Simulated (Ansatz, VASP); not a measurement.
**Two plane-wave programs on C**

```
C
1.0
     3.53192    0.00000    0.00000
     0.00000    3.53192    0.00000
     0.00000    0.00000    3.53192
C
8
Direct
  0.00000 0.00000 0.00000
  0.00000 0.50000 0.50000
  0.50000 0.00000 0.50000
  0.50000 0.50000 0.00000
  0.25000 0.25000 0.25000
  0.25000 0.75000 0.75000
  0.75000 0.25000 0.75000
  0.75000 0.75000 0.25000
```

Alike in both runs: functional LDA; k mesh 6 × 6 × 6; no spin polarisation.

Ansatz relaxed the structure, and its values are those at the end. VASP's run is a single point on that final structure, the one shown.

|  | VASP | Ansatz |
| --- | --- | --- |
| version | VASP 6.6.1 | Ansatz 0.2.0 |
| potentials or method | VASP PAW LDA potentials, release 64 (C_h), cutoff 910 eV | scalar-relativistic, plane waves, PAW |
| occupations | gaussian, width 0.01 eV | fixed |
| valence electrons in the cell | 32 | 32 |

VASP gave:

| Quantity | Value |
| --- | --- |
| gap on the k mesh at the Fermi level (eV) | 4.20 |
| least direct gap on the mesh (eV) | 4.77 |

Problem. Which values does Ansatz return?

Solution. gap on the k mesh at the Fermi level (eV): 4.20; least direct gap on the mesh (eV): 4.78.

LDA's correlation is that of Perdew and Zunger in VASP and of Perdew and Wang (1992) in Ansatz.

Noted on VASP's run: the cutoff is short for stress, so the pressure is rough.
